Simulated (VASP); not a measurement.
Here is a VASP 6.6.1 calculation.

Contents of INCAR:

```
SYSTEM = AlN
PREC = Accurate
ENCUT = 520
EDIFF = 1E-6
ISMEAR = 0
SIGMA = 0.05
LREAL = .False.
LASPH = .True.
NELM = 100
ALGO = Normal
ISIF = 2
LWAVE = .False.
LCHARG = .False.
GGA = PE
NBANDS = 16
```

Contents of KPOINTS:

```
regular mesh
0
Gamma
  9 9 6
  0 0 0
```

Contents of POSCAR:

```
AlN
1.0
    3.1925000000      0.0000000000      0.0000000000
   -1.5962500000      2.7647861016      0.0000000000
    0.0000000000      0.0000000000      4.4149000000
Al N
2 2
Direct
    0.3333333333      0.6666666667     -0.0225899557
    0.6666666667      0.3333333333      0.4774100443
    0.3333333333      0.6666666667      0.4075899557
    0.6666666667      0.3333333333      0.9075899557
```

Potentials or basis: VASP PAW PBE potentials, release 64 (Al, N).

Run with:

```console
$ cat potpaw_PBE.64/Al/POTCAR potpaw_PBE.64/N/POTCAR > POTCAR
$ mpirun -np 1 vasp_std > vasp.out
```

(1) Estimate the pressure.

(2) Estimate the band gap on the k mesh.

Results:

(1) 13.1 GPa.

(2) 3.75 eV, direct.
